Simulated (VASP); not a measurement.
PbO (rock salt type): single point with r2SCAN

The system is PbO (rock salt type).

```
Pb O
1.0
     0.00000    2.64192    2.64192
     2.64192    0.00000    2.64192
     2.64192    2.64192    0.00000
Pb O
1 1
Direct
  0.00000 0.00000 0.00000
  0.50000 0.50000 0.50000
```

```json
{
  "Program": "VASP 6.6.1",
  "Task": "single point",
  "Functional": "r2SCAN",
  "Potentials or basis": "VASP PAW PBE potentials, release 64 (Pb_d, O)",
  "Cutoff": "520 eV",
  "k mesh": "11 × 11 × 11",
  "Occupations": "fermi-dirac, width 0.1 eV",
  "Spin": "no spin polarisation",
  "Dipole correction": "no",
  "Further INCAR settings": "ALGO = Normal; EDIFF = 1e-06; NBANDS = 17"
}
```

The pressure is -3.4 GPa. The band gap on the k mesh is 0.56 eV.

Levels at points of the mesh, in eV from the valence-band top:
| k point | band 8 | band 9 | band 10 | band 11 | band 12 | band 13 |
| --- | --- | --- | --- | --- | --- | --- |
| (0.00, 0.00, 0.00) | -2.46 | -2.46 | -2.46 | 8.33 | 8.33 | 8.33 |

It took 58 s on 1 thread of Intel(R) Xeon(R) 6975P-C (Granite Rapids) (shared host), peak memory 0.18 GiB.

Caveat: the cell stands under tension; the PAW data sets were made with another functional, which shifts forces and pressure a little; spin-orbit coupling is left out, which moves the levels of the heavy elements; an odd mesh through Γ misses points on the zone boundary, where band edges can lie.
